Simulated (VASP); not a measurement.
A run of VASP 6.6.1 is set up as follows.

INCAR

```
SYSTEM = Si
PREC = Accurate
ENCUT = 520
EDIFF = 1E-7
ISMEAR = 0
SIGMA = 0.05
LREAL = Auto
LASPH = .True.
NELM = 150
ALGO = Normal
ISIF = 2
LWAVE = .False.
LCHARG = .True.
ISPIN = 2
MAGMOM = 0 0 0 0 0 0 0.2 0 0 0 0 0 0 0 0.2 0 0 0 0 0 0.2 0 0.2 0 0 0 0 0 0.2 0 0.2 0 0.2
LORBIT = 11
GGA = PE
LELF = .True.
LVHAR = .True.
NELECT = 131.0
NBANDS = 92
```

The input KPOINTS:

```
Automatic mesh
0
Gamma
  3 3 1
  0 0 0
```

The input POSCAR:

```
Si
1.0
    7.5896000000      0.0000000000      0.0000000000
   -3.7948000000      6.5727860000      0.0000000000
    0.0000000000      0.0000000000     12.7099000000
Si
33
Direct
   -0.0022358469     -0.0023231758      0.3952417664
   -0.0035269086      0.4973552275      0.4087545214
    0.4986781796     -0.0002553711      0.4090225998
    0.4982187107      0.4977371284      0.4087726753
   -0.0022035017     -0.0022755912      0.9217727906
   -0.0008405711      0.4989086357      0.9054204593
    0.4979434023     -0.0020347119      0.9050277634
    0.4970102892      0.4986857928      0.9054231508
   -0.0022781940     -0.0021829358      0.1046974767
   -0.0036788292      0.4972134726      0.0912048416
    0.4985289522     -0.0004085633      0.0909490171
    0.4982130673      0.4976303910      0.0912390640
   -0.0025150051     -0.0024882183      0.5781298494
   -0.0010338121      0.4987939744      0.5946151169
    0.4973901771     -0.0027107330      0.5949861597
    0.4969107960      0.4985559182      0.5946578612
    0.1667334776      0.3360999400      0.3424499624
    0.1673811616      0.8288522548      0.3423772666
    0.6642509461      0.3316485630      0.3431979676
    0.6593038518      0.8291339555      0.3424081841
    0.3207475371      0.1599201216      0.8438049459
    0.3314752747      0.6654102996      0.8419822301
    0.8371679888      0.1600767033      0.8437624071
    0.8358744226      0.6745753152      0.8438868036
    0.1668040503      0.3362745852      0.1575762142
    0.1671827907      0.8287229586      0.1574865977
    0.6641797504      0.3314852439      0.1568232085
    0.6592034374      0.8290313295      0.1575113705
    0.3203897993      0.1595683831      0.6562403433
    0.3311120555      0.6648900570      0.6581246060
    0.8368035098      0.1598520484      0.6561743173
    0.8358577880      0.6745567889      0.6563708904
    0.6640227422      0.3304711420      0.7497859176
```

Potentials or basis: VASP PAW PBE potentials, release 64 (Si).

Command:

```console
$ cat potpaw_PBE.64/Si/POTCAR > POTCAR
$ mpirun -np 1 vasp_std > vasp.out
```

What does it give for the net moment?

0.00 μB per cell.

Estimate the largest force.

0.188 eV/Å.

Forces in eV/Å, atoms in the order of the input:
```
Si   0.000  0.000 -0.029
Si  -0.050 -0.026 -0.037
Si  -0.007  0.053 -0.033
Si   0.050 -0.035 -0.030
Si  -0.005 -0.003 -0.174
Si  -0.001  0.000  0.153
Si   0.003 -0.012  0.170
Si   0.001  0.005  0.159
Si   0.001  0.002  0.027
Si  -0.048 -0.025  0.042
Si  -0.007  0.058  0.036
Si   0.051 -0.034  0.034
Si  -0.003 -0.001  0.186
Si  -0.005 -0.003 -0.163
Si   0.004  0.005 -0.171
Si   0.011 -0.002 -0.164
Si  -0.002  0.009  0.173
Si   0.000 -0.004  0.177
Si   0.010  0.006  0.085
Si  -0.001 -0.003  0.171
Si  -0.057 -0.034  0.165
Si  -0.003  0.000 -0.020
Si   0.050 -0.033  0.165
Si   0.003  0.063  0.164
Si  -0.003 -0.002 -0.171
Si  -0.006  0.001 -0.176
Si   0.007  0.004 -0.083
Si   0.004  0.001 -0.170
Si  -0.054 -0.028 -0.171
Si   0.000  0.005  0.027
Si   0.055 -0.039 -0.168
Si  -0.004  0.070 -0.175
Si   0.004  0.000  0.002
```

Caveat: the k points lie up to 0.49 Å⁻¹ apart; the cell carries a net charge on a neutralising background, which shifts energy and pressure.
